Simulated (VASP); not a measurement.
# CoSi2 in VASP: notebook

Runs on CoSi2. Level: PBE+D3(BJ). Tasks: single point.

Program: VASP 6.6.1. These are calculated values, not measurements. Logs are shortened: lines on timing, memory, paths and dates and some standing lists are left out, and cuts for length are marked.

## Step 1: The cell of the first run

The cell holds a slab with vacuum, 24 atoms: a = 7.501 Å, b = 7.501 Å, c = 20.594 Å, α = 90.00°, β = 90.00°, γ = 120.00°.

## Step 2: Single point, PBE+D3(BJ)

The input, INCAR:

```
SYSTEM = CoSi2
PREC = Accurate
ENCUT = 520
EDIFF = 1E-6
ISMEAR = 0
SIGMA = 0.1
LREAL = Auto
LASPH = .TRUE.
NELM = 80
ALGO = Normal
ISIF = 2
LWAVE = .FALSE.
LCHARG = .FALSE.
LDIPOL = .TRUE.
IDIPOL = 3
DIPOL = 0.5 0.5 0.500
GGA = PE
IVDW = 12
NBANDS = 86
```

The input, KPOINTS:

```
regular mesh
0
G
  3 3 1
  0 0 0
```

The input, POSCAR:

```
CoSi2
1.0
    7.5013146836      0.0000000000      0.0000000000
   -3.7506573418      6.4963290778      0.0000000000
    0.0000000000      0.0000000000     20.5935983437
Si Co
16 8
Direct
    0.5000000000      0.5000000000      0.3884702356
    0.5000000000      0.0000000000      0.3884702356
    0.0000000000      0.5000000000      0.3884702356
    0.0000000000      0.0000000000      0.3884702356
    0.6666666667      0.3333333333      0.4628234119
    0.6666666667      0.8333333333      0.4628234119
    0.1666666667      0.3333333333      0.4628234119
    0.1666666667      0.8333333333      0.4628234119
    0.8333333333      0.6666666667      0.5355748394
    0.8333333333      0.1666666667      0.5355748394
    0.3333333333      0.6666666667      0.5355748394
    0.3333333333      0.1666666667      0.5355748394
    0.0000000000      0.5000000000      0.6100579954
    0.0000000000      0.0000000000      0.6100579954
    0.5000000000      0.5000000000      0.6100579954
    0.5000000000      0.0000000000      0.6100579954
    0.3333333333      0.1666666667      0.4256468237
    0.3333333333      0.6666666667      0.4256468237
    0.8333333333      0.1666666667      0.4256468237
    0.8333333333      0.6666666667      0.4256468237
    0.6666666667      0.3333333333      0.5759631749
    0.6666666667      0.8333333333      0.5759631749
    0.1666666667      0.3333333333      0.5759631749
    0.1666666667      0.8333333333      0.5759631749
```

Potentials or basis: VASP PAW PBE potentials, release 64 (Si, Co).

Run with:

```console
cat potpaw_PBE.64/Si/POTCAR potpaw_PBE.64/Co/POTCAR > POTCAR
mpirun -np 1 vasp_std > vasp.out
```

OUTCAR:

```text
SYSTEM = CoSi2
   PREC = Accurate
   ENCUT = 520
   EDIFF = 1E-6
   ISMEAR = 0
   LREAL = Auto
   LASPH = .TRUE.
   NELM = 80
   ISIF = 2
   GGA = PE
   IVDW = 12
 IVDW          = 12

 ion  position               nearest neighbor table
   1  0.500  0.500  0.388-  20 2.30  17 2.30  18 2.30   7 2.65   6 2.65   5 2.65
   2  0.500  0.000  0.388-  19 2.30  18 2.30  17 2.30   8 2.65   5 2.65   6 2.65
   3  0.000  0.500  0.388-  18 2.30  19 2.30  20 2.30   5 2.65   8 2.65   7 2.65
   4  0.000  0.000  0.388-  17 2.30  20 2.30  19 2.30   6 2.65   7 2.65   8 2.65
   5  0.667  0.333  0.463-  19 2.30  17 2.30  20 2.30  21 2.33  10 2.63  12 2.63   9 2.63   3 2.65
                             2 2.65   1 2.65
   6  0.667  0.833  0.463-  20 2.30  18 2.30  19 2.30  22 2.33   9 2.63  11 2.63  10 2.63   4 2.65
                             1 2.65   2 2.65
   7  0.167  0.333  0.463-  17 2.30  19 2.30  18 2.30  23 2.33  12 2.63  10 2.63  11 2.63   1 2.65
                             4 2.65   3 2.65
   8  0.167  0.833  0.463-  18 2.30  20 2.30  17 2.30  24 2.33  11 2.63   9 2.63  12 2.63   2 2.65
                             3 2.65   4 2.65
   9  0.833  0.667  0.536-  20 2.26  22 2.32  24 2.32  21 2.32   6 2.63   8 2.63   5 2.63  15 2.65
                            14 2.65  13 2.65
  10  0.833  0.167  0.536-  19 2.26  21 2.32  23 2.32  22 2.32   5 2.63   7 2.63   6 2.63  16 2.65
                            13 2.65  14 2.65
  11  0.333  0.667  0.536-  18 2.26  24 2.32  22 2.32  23 2.32   8 2.63   6 2.63   7 2.63  13 2.65
                            16 2.65  15 2.65
  12  0.333  0.167  0.536-  17 2.26  23 2.32  21 2.32  24 2.32   7 2.63   5 2.63   8 2.63  14 2.65
                            15 2.65  16 2.65
  13  0.000  0.500  0.610-  21 2.28  24 2.28  23 2.28  11 2.65  10 2.65   9 2.65
  14  0.000  0.000  0.610-  22 2.28  23 2.28  24 2.28  12 2.65   9 2.65  10 2.65
  15  0.500  0.500  0.610-  23 2.28  22 2.28  21 2.28   9 2.65  12 2.65  11 2.65
  16  0.500  0.000  0.610-  24 2.28  21 2.28  22 2.28  10 2.65  11 2.65  12 2.65
  17  0.333  0.167  0.426-  12 2.26   4 2.30   1 2.30   7 2.30   2 2.30   5 2.30   8 2.30
  18  0.333  0.667  0.426-  11 2.26   3 2.30   2 2.30   8 2.30   1 2.30   6 2.30   7 2.30
  19  0.833  0.167  0.426-  10 2.26   2 2.30   3 2.30   5 2.30   4 2.30   7 2.30   6 2.30
  20  0.833  0.667  0.426-   9 2.26   1 2.30   4 2.30   6 2.30   3 2.30   8 2.30   5 2.30
  21  0.667  0.333  0.576-  13 2.28  16 2.28  15 2.28  10 2.32  12 2.32   9 2.32   5 2.33
  22  0.667  0.833  0.576-  14 2.28  15 2.28  16 2.28   9 2.32  11 2.32  10 2.32   6 2.33
  23  0.167  0.333  0.576-  15 2.28  14 2.28  13 2.28  12 2.32  10 2.32  11 2.32   7 2.33
  24  0.167  0.833  0.576-  16 2.28  13 2.28  14 2.28  11 2.32   9 2.32  12 2.32   8 2.33

  LATTYP: Found a hexagonal cell.
 ALAT       =     7.5013146836
 C/A-ratio  =     2.7453318801

  Lattice vectors:

 A1 = (   7.5013146836,   0.0000000000,   0.0000000000)
 A2 = (  -3.7506573418,   6.4963290778,   0.0000000000)
 A3 = (   0.0000000000,   0.0000000000,  20.5935983437)

Analysis of symmetry for initial positions (statically):
=====================================================================
 Subroutine PRICEL returns following result:

  LATTYP: Found a hexagonal cell.
 ALAT       =     3.7506573418
 C/A-ratio  =     5.4906637602

  Lattice vectors:

 A1 = (   3.7506573418,   0.0000000000,   0.0000000000)
 A2 = (  -1.8753286709,   3.2481645389,   0.0000000000)
 A3 = (   0.0000000000,   0.0000000000,  20.5935983437)

   4 primitive cells build up your supercell.

 Routine SETGRP: Setting up the symmetry group for a
 hexagonal supercell.

 Subroutine GETGRP returns: Found  6 space group operations
 (whereof  6 operations were pure point group operations)
 out of a pool of 24 trial point group operations.

The static configuration has the point symmetry C_3v.

Analysis of symmetry for dynamics (positions and initial velocities):
=====================================================================
 Subroutine PRICEL returns following result:

[... 48 lines left out ...]
 non-spin polarized calculation
 Gauss-broadening in eV      SIGMA  =   0.10
  energy-cutoff  :      520.00
  volume of cell :     1003.55
 maximum number of plane-waves:     27036
 NGX is ok and might be reduce to    56
   NGX = 27   NGY = 27   NGZ = 77

 dipolmoment           0.000000      0.000000     -0.010663 electrons x Angstroem

 number of electron     136.0000001 magnetization

 dipolmoment           0.000000      0.000000      0.030091 electrons x Angstroem

 Free energy of the ion-electron system (eV)
  ---------------------------------------------------
  ext. energy  EPLUGINS =         0.00000000
  ---------------------------------------------------
  free energy    TOTEN  =      -145.65033815 eV

  energy without entropy =     -145.60399243  energy(sigma->0) =     -145.62716529

 E-fermi :  -0.3810     XC(G=0):  -4.4779

 val. band max:       -0.5607898537   @ k =   0.3333  -0.0000   0.0000
 cond. band min:      -0.3767115125   @ k =   0.3333   0.3333   0.0000
 fundamental gap:      0.1840783412
 Fermi energy:        -0.3810137868

 k-point     1 :       0.0000    0.0000    0.0000
  band No.  band energies     occupation
      1     -12.9460      2.00000
      2     -10.9036      2.00000
      3     -10.0056      2.00000
      4     -10.0056      2.00000
      5     -10.0056      2.00000
      6      -9.4691      2.00000
[... 72 lines left out ...]
     79       1.8020      0.00000
     80       1.8020      0.00000

 k-point     2 :       0.3333   -0.0000    0.0000
  band No.  band energies     occupation
      1     -12.5695      2.00000
      2     -11.4720      2.00000
      3     -10.5290      2.00000
      4     -10.4355      2.00000
      5     -10.4355      2.00000
      6      -9.4754      2.00000
[... 72 lines left out ...]
     79       1.6949      0.00000
     80       1.8860      0.00000

 k-point     3 :       0.3333    0.3333    0.0000
  band No.  band energies     occupation
      1     -11.8315      2.00000
      2     -11.8315      2.00000
      3     -11.8315      2.00000
      4      -9.8110      2.00000
      5      -9.8110      2.00000
      6      -9.8110      2.00000
[... 72 lines left out ...]
     79       2.3182      0.00000
     80       2.3182      0.00000
 [bands above 80 left out]

------------------------ aborting loop because EDIFF is reached ----------------------------------------

 vacuum level on the upper side and lower side of the slab       (xc-potential included)        -0.050        -0.155

 Edisp (eV)   -7.14395

 E8    (eV) :    -3.1630

  FORCE on cell =-STRESS in cart. coord.  units (eV):
  Direction    XX          YY          ZZ          XY          YZ          ZX
  --------------------------------------------------------------------------------------
  -------------------------------------------------------------------------------------
  Total      -9.11311    -9.11311     0.15310     0.00000     0.00000    -0.00000
  in kB     -14.54921   -14.54921     0.24443     0.00000     0.00000    -0.00000
  external pressure =       -9.62 kB  Pullay stress =        0.00 kB

 VOLUME and BASIS-vectors are now :
 -----------------------------------------------------------------------------
  energy-cutoff  :      520.00
  volume of cell :     1003.55
      direct lattice vectors                 reciprocal lattice vectors
     7.501314684  0.000000000  0.000000000     0.133309965  0.076966544  0.000000000
    -3.750657342  6.496329078  0.000000000     0.000000000  0.153933089  0.000000000
     0.000000000  0.000000000 20.593598344     0.000000000  0.000000000  0.048558779

 POSITION                                       TOTAL-FORCE (eV/Angst)
 -----------------------------------------------------------------------------------
      1.87533      3.24816      8.00000         0.000000      0.000000      0.305474
      3.75066      0.00000      8.00000         0.000000     -0.000000      0.305474
     -1.87533      3.24816      8.00000        -0.000000      0.000000      0.305474
      0.00000      0.00000      8.00000         0.000000     -0.000000      0.305474
      3.75066      2.16544      9.53120        -0.000000      0.000000      0.363514
      1.87533      5.41361      9.53120        -0.000000      0.000000      0.363514
[... 16 lines left out ...]
      0.00000      2.16544     11.86115        -0.000000      0.000000     -0.005642
     -1.87533      5.41361     11.86115        -0.000000      0.000000     -0.005642
 -----------------------------------------------------------------------------------
    total drift:                               -0.000000      0.000000     -0.000838

  FREE ENERGIE OF THE ION-ELECTRON SYSTEM (eV)
  ---------------------------------------------------
  free  energy   TOTEN  =      -152.7942874967 eV

  energy  without entropy=     -152.7479417837  energy(sigma->0) =     -152.77111464

 vacuum level on the upper side and lower side of the slab         4.591         4.485
```

It took 22 min on 1 thread of Intel Xeon Platinum 8488C (Sapphire Rapids), shared host; peak memory 0.97 GiB.

What came out:

```
Free energy                : -152.7943 eV
Largest force              : 0.679 eV/Å
Dispersion energy per atom : -0.298 eV
```

Forces on the atoms (eV/Å):
```
Si   0.000  0.000  0.305
Si   0.000  0.000  0.305
Si   0.000  0.000  0.305
Si   0.000  0.000  0.305
Si   0.000  0.000  0.364
Si   0.000  0.000  0.364
Si   0.000  0.000  0.364
Si   0.000  0.000  0.364
Si   0.000  0.000  0.019
Si   0.000  0.000  0.019
Si   0.000  0.000  0.019
Si   0.000  0.000  0.019
Si   0.000  0.000 -0.003
Si   0.000  0.000 -0.003
Si   0.000  0.000 -0.003
Si   0.000  0.000 -0.003
Co   0.000  0.000 -0.679
Co   0.000  0.000 -0.679
Co   0.000  0.000 -0.679
Co   0.000  0.000 -0.679
Co   0.000  0.000 -0.006
Co   0.000  0.000 -0.006
Co   0.000  0.000 -0.006
Co   0.000  0.000 -0.006
```

Levels at points of the mesh, in eV from the Fermi level:
```
           k point  band 66  band 67  band 68  band 69  band 70  band 71
(0.00, 0.00, 0.00)    -0.34    -0.34    -0.34     0.96     0.96     1.00
```

Caveat: the run has no spin polarisation, though such a crystal can be magnetic. Spin polarisation is off, so any magnetic state and its effect on volume and gap are missing.

## Step 3: Single point, PBE+D3(BJ)

INCAR is that of step 2.

KPOINTS is that of step 2.

The input, POSCAR:

```
CoSi2
1.0
    7.5013146836      0.0000000000      0.0000000000
   -3.7506573418      6.4963290778      0.0000000000
    0.0000000000      0.0000000000     20.5935983437
Si Co
16 8
Direct
    0.5000000000      0.5000000000      0.3884702356
    0.5000000000      0.0000000000      0.3884702356
    0.0000000000      0.5000000000      0.3884702356
    0.0000000000      0.0000000000      0.3884702356
    0.6666666667      0.3333333333      0.4628234119
    0.6666666667      0.8333333333      0.4628234119
    0.1666666667      0.3333333333      0.4628234119
    0.1666666667      0.8333333333      0.4628234119
    0.8333333333      0.6666666667      0.5355749039
    0.8333333333      0.1666666667      0.5355749039
    0.3333333333      0.6666666667      0.5355749039
    0.3333333333      0.1666666667      0.5355749039
    0.0000000000      0.5000000000      0.6100581670
    0.0000000000      0.0000000000      0.6100581670
    0.5000000000      0.5000000000      0.6100581670
    0.5000000000      0.0000000000      0.6100581670
    0.3333333333      0.1666666667      0.4256468237
    0.3333333333      0.6666666667      0.4256468237
    0.8333333333      0.1666666667      0.4256468237
    0.8333333333      0.6666666667      0.4256468237
    0.6666666667      0.3333333333      0.5759632940
    0.6666666667      0.8333333333      0.5759632940
    0.1666666667      0.3333333333      0.5759632940
    0.1666666667      0.8333333333      0.5759632940
```

Potentials or basis: VASP PAW PBE potentials, release 64 (Si, Co).

Run with:

```console
cat potpaw_PBE.64/Si/POTCAR potpaw_PBE.64/Co/POTCAR > POTCAR
mpirun -np 1 vasp_std > vasp.out
```

Run time: 25 min. Hardware: 1 thread of Intel Xeon 8259CL, shared host; peak memory 0.99 GiB.

Results (log left out):

```
Free energy                : -152.7943 eV
Largest force              : 0.679 eV/Å
Dispersion energy per atom : -0.298 eV
```

Forces on the atoms (eV/Å):
```
Si   0.000  0.000  0.305
Si   0.000  0.000  0.305
Si   0.000  0.000  0.305
Si   0.000  0.000  0.305
Si   0.000  0.000  0.364
Si   0.000  0.000  0.364
Si   0.000  0.000  0.364
Si   0.000  0.000  0.364
Si   0.000  0.000  0.019
Si   0.000  0.000  0.019
Si   0.000  0.000  0.019
Si   0.000  0.000  0.019
Si   0.000  0.000 -0.003
Si   0.000  0.000 -0.003
Si   0.000  0.000 -0.003
Si   0.000  0.000 -0.003
Co   0.000  0.000 -0.679
Co   0.000  0.000 -0.679
Co   0.000  0.000 -0.679
Co   0.000  0.000 -0.679
Co   0.000  0.000 -0.006
Co   0.000  0.000 -0.006
Co   0.000  0.000 -0.006
Co   0.000  0.000 -0.006
```

Levels at points of the mesh, in eV from the Fermi level:
```tsv
k point	band 65	band 66	band 67	band 68	band 69	band 70	band 71	band 72
(0.00, 0.00, 0.00)	-0.88	-0.34	-0.34	-0.34	0.96	0.96	1.00	1.00
```

Caveat: the run has no spin polarisation, though such a crystal can be magnetic. Spin polarisation is off, so any magnetic state and its effect on volume and gap are missing.

## Step 4: Single point, PBE+D3(BJ)

INCAR is that of step 3.

KPOINTS is that of step 3.

The input, POSCAR:

```
CoSi2
1.0
    7.5013146777      0.0000000000      0.0000000000
   -3.7506573389      6.4963290727      0.0000000000
    0.0000000000      0.0000000000     20.5935983401
Si Co
16 8
Direct
    0.5000000000      0.5000000000      0.3884702356
    0.5000000000      0.0000000000      0.3884702356
    0.0000000000      0.5000000000      0.3884702356
    0.0000000000      0.0000000000      0.3884702356
    0.6666666667      0.3333333333      0.4628234119
    0.6666666667      0.8333333333      0.4628234119
    0.1666666667      0.3333333333      0.4628234119
    0.1666666667      0.8333333333      0.4628234119
    0.8333333333      0.6666666667      0.5355749522
    0.8333333333      0.1666666667      0.5355749522
    0.3333333333      0.6666666667      0.5355749522
    0.3333333333      0.1666666667      0.5355749522
    0.0000000000      0.5000000000      0.6100581941
    0.0000000000      0.0000000000      0.6100581941
    0.5000000000      0.5000000000      0.6100581941
    0.5000000000      0.0000000000      0.6100581941
    0.3333333333      0.1666666667      0.4256468238
    0.3333333333      0.6666666667      0.4256468238
    0.8333333333      0.1666666667      0.4256468238
    0.8333333333      0.6666666667      0.4256468238
    0.6666666667      0.3333333333      0.5759633351
    0.6666666667      0.8333333333      0.5759633351
    0.1666666667      0.3333333333      0.5759633351
    0.1666666667      0.8333333333      0.5759633351
```

Run with:

```console
cat potpaw_PBE.64/Si/POTCAR potpaw_PBE.64/Co/POTCAR > POTCAR
mpirun -np 1 vasp_std > vasp.out
```

Wall time 8.3 min (1 thread of Intel Xeon 6975P-C (Granite Rapids), shared host); peak memory 0.96 GiB.

Results (log left out):

| Item | Value |
| --- | --- |
| Free energy | -152.7943 eV |
| Largest force | 0.679 eV/Å |
| Dispersion energy per atom | -0.298 eV |

Forces on the atoms (eV/Å):
```
Si   0.000  0.000  0.305
Si   0.000  0.000  0.305
Si   0.000  0.000  0.305
Si   0.000  0.000  0.305
Si   0.000  0.000  0.364
Si   0.000  0.000  0.364
Si   0.000  0.000  0.364
Si   0.000  0.000  0.364
Si   0.000  0.000  0.019
Si   0.000  0.000  0.019
Si   0.000  0.000  0.019
Si   0.000  0.000  0.019
Si   0.000  0.000 -0.003
Si   0.000  0.000 -0.003
Si   0.000  0.000 -0.003
Si   0.000  0.000 -0.003
Co   0.000  0.000 -0.679
Co   0.000  0.000 -0.679
Co   0.000  0.000 -0.679
Co   0.000  0.000 -0.679
Co   0.000  0.000 -0.006
Co   0.000  0.000 -0.006
Co   0.000  0.000 -0.006
Co   0.000  0.000 -0.006
```

Levels at points of the mesh, in eV from the Fermi level:
| k point | band 65 | band 66 | band 67 | band 68 | band 69 | band 70 | band 71 | band 72 |
| --- | --- | --- | --- | --- | --- | --- | --- | --- |
| (0.00, 0.00, 0.00) | -0.88 | -0.34 | -0.34 | -0.34 | 0.96 | 0.96 | 1.00 | 1.00 |

Caveat: the run has no spin polarisation, though such a crystal can be magnetic. Spin polarisation is off, so any magnetic state and its effect on volume and gap are missing.

## Step 5: Single point, PBE+D3(BJ)

This run uses another cell than the first one.

The input, INCAR:

```
SYSTEM = CoSi2
ALGO = Normal
DIPOL = 0.5 0.5 0.456
EDIFF = 1E-6
ENCUT = 520
GGA = PE
IDIPOL = 3
ISIF = 2
ISMEAR = 0
IVDW = 12
LASPH = .True.
LCHARG = .False.
LDIPOL = .True.
LREAL = Auto
LWAVE = .False.
NBANDS = 86
NELM = 80
PREC = Accurate
SIGMA = 0.1
```

The input, KPOINTS:

```
k-points
0
Gamma
  3 3 1
  0 0 0
```

The input, POSCAR:

```
CoSi2
1.0
    7.5013146777      0.0000000000      0.0000000000
   -3.7506573389      6.4963290727      0.0000000000
    0.0000000000      0.0000000000     22.5935983401
Si Co
16 8
Direct
    0.5000000000      0.5000000000      0.3540825980
    0.5000000000      0.0000000000      0.3540825980
    0.0000000000      0.5000000000      0.3540825980
    0.0000000000      0.0000000000      0.3540825980
    0.6666666667      0.3333333333      0.4218539829
    0.6666666667      0.8333333333      0.4218539829
    0.1666666667      0.3333333333      0.4218539829
    0.1666666667      0.8333333333      0.4218539829
    0.8336478692      0.6667908759      0.4881822405
    0.8334740241      0.1666994262      0.4881060671
    0.3332903031      0.6667739775      0.4881880099
    0.3332292785      0.1663399206      0.4882027673
   -0.0003688739      0.4991214621      0.5562603224
   -0.0002151368      0.0005331352      0.5562077784
    0.4999964560      0.4998830245      0.5563237780
    0.5012844001      0.0006932305      0.5561199351
    0.3333333333      0.1666666667      0.3879682905
    0.3333333333      0.6666666667      0.3879682905
    0.8333333333      0.1666666667      0.3879682905
    0.8333333333      0.6666666667      0.3879682905
    0.6667098532      0.3334335637      0.5249383924
    0.6667276100      0.8331913540      0.5249911408
    0.1668427237      0.3333797419      0.5249623061
    0.1667022562      0.8332108517      0.5253491763
```

Run with:

```console
cat potpaw_PBE.64/Si/POTCAR potpaw_PBE.64/Co/POTCAR > POTCAR
mpirun -np 1 vasp_std > vasp.out
```

Run time: 21 min. Hardware: 1 thread of Intel Xeon 6975P-C (Granite Rapids), shared host; peak memory 1.1 GiB.

It converged, with:

| Quantity | Value |
| --- | --- |
| Free energy | -152.7893 eV |
| Largest force | 0.684 eV/Å |
| Dispersion energy per atom | -0.297 eV |

Forces in eV/Å, atoms in the order of the input:
```
Si   0.000  0.000  0.309
Si   0.001  0.001  0.308
Si   0.001 -0.001  0.308
Si   0.000  0.001  0.308
Si  -0.005  0.003  0.357
Si   0.001 -0.006  0.362
Si   0.007  0.003  0.358
Si   0.001 -0.001  0.390
Si  -0.001  0.001  0.025
Si  -0.002 -0.002  0.035
Si   0.002 -0.001  0.024
Si   0.000  0.003  0.021
Si   0.000  0.030 -0.023
Si   0.025 -0.023 -0.017
Si   0.001  0.004 -0.041
Si  -0.040 -0.029 -0.011
Co   0.000 -0.009 -0.667
Co  -0.006  0.004 -0.668
Co   0.000 -0.001 -0.684
Co   0.007  0.005 -0.669
Co  -0.001  0.004  0.006
Co   0.001 -0.002 -0.001
Co   0.001  0.003  0.005
Co   0.005  0.010 -0.036
```

Levels at points of the mesh, in eV from the Fermi level:
```
           k point  band 64  band 65  band 66  band 67  band 68  band 69  band 70  band 71  band 72  band 73
(0.00, 0.00, 0.00)    -0.87    -0.87    -0.35    -0.35    -0.35     0.96     0.96     1.00     1.00     1.00
```

Caveat: the run has no spin polarisation, though such a crystal can be magnetic. Spin polarisation is off, so any magnetic state and its effect on volume and gap are missing.
